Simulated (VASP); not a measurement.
TiO2: single point with PBE

Crystal: TiO2.

```
Ti O
1.0
     4.59685    0.00000    0.00000
     0.00000    4.59685    0.00000
     0.00000    0.00000    2.95349
Ti O
2 4
Direct
  0.00000 0.00000 0.00000
  0.50000 0.50000 0.50000
  0.30464 0.30464 0.00000
  0.19536 0.80464 0.50000
  0.80464 0.19536 0.50000
  0.69536 0.69536 0.00000
```

- Program: VASP 6.6.1
- Task: single point
- Functional: PBE
- Potentials or basis: VASP PAW PBE potentials, release 64 (Ti_sv, O)
- Cutoff: 520 eV
- k mesh: 4 × 4 × 6
- Occupations: gaussian, width 0.01 eV
- Spin: no spin polarisation

```json
{
  "Pressure": "5.9 GPa",
  "Largest force": "0.082 eV/Å",
  "Band gap on the k mesh": "1.86 eV"
}
```

Forces on the atoms (eV/Å):
```
Ti   0.000  0.000  0.000
Ti   0.000  0.000  0.000
O   -0.058 -0.058  0.000
O    0.058 -0.058  0.000
O   -0.058  0.058  0.000
O    0.058  0.058  0.000
```

Stress tensor (GPa, compression positive):
```
5.84 0.00 0.00
0.00 5.84 0.00
0.00 0.00 5.95
```

Levels at points of the mesh, in eV from the valence-band top:
```csv
k point,band 22,band 23,band 24,band 25,band 26,band 27
"(0.00, 0.00, 0.00)",-0.45,-0.45,0.00,1.86,2.16,2.40
"(0.50, 0.00, 0.00)",-1.63,-0.74,-0.74,2.53,2.53,3.02
"(0.50, 0.50, 0.00)",-1.30,-1.06,-1.06,1.90,1.90,2.52
"(0.00, 0.00, 0.50)",-2.36,-1.43,-1.43,2.96,2.96,3.18
"(0.50, 0.00, 0.50)",-2.04,-1.03,-1.03,1.90,1.90,3.20
"(0.50, 0.50, 0.50)",-1.28,-0.67,-0.67,2.59,2.59,3.21
```

Wall time 45 s on 1 thread of AMD EPYC 7R13 Processor (Zen 3), with other jobs on the host, peak memory 0.16 GiB.

Caveat: the cell stands under pressure. A k mesh can miss the band edges.
